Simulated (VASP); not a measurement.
The system is Co.

```xyz
2
Lattice="2.2653 0.0000 0.0000 -1.1327 1.9618 0.0000 0.0000 0.0000 3.6637" Properties=species:S:1:pos:R:3 pbc="T T T"
Co    1.1327    0.6539    0.9159
Co    0.0000    1.3079    2.7478
```

Program: VASP 6.6.1. Alike in all runs: task single point; level PBE; potentials or basis VASP PAW PBE potentials, release 64 (Co); cell as given; k mesh 24 × 24 × 12; cutoff (eV) 520; smearing gaussian 0.15 eV.

Problem. Order these runs on this cell by their pressure, lowest first.
A. spin collinear, ferromagnetic start; fixed moment (μB) 1.65
B. spin off
C. spin collinear, ferromagnetic start; fixed moment (μB) 1.1
D. spin collinear, ferromagnetic start; fixed moment (μB) 3.85

Solution. B (103.0 GPa), C (105.6 GPa), A (108.6 GPa), D (139.2 GPa).

Caveats: the total moment is fixed, so each spin has its own Fermi level (some runs).
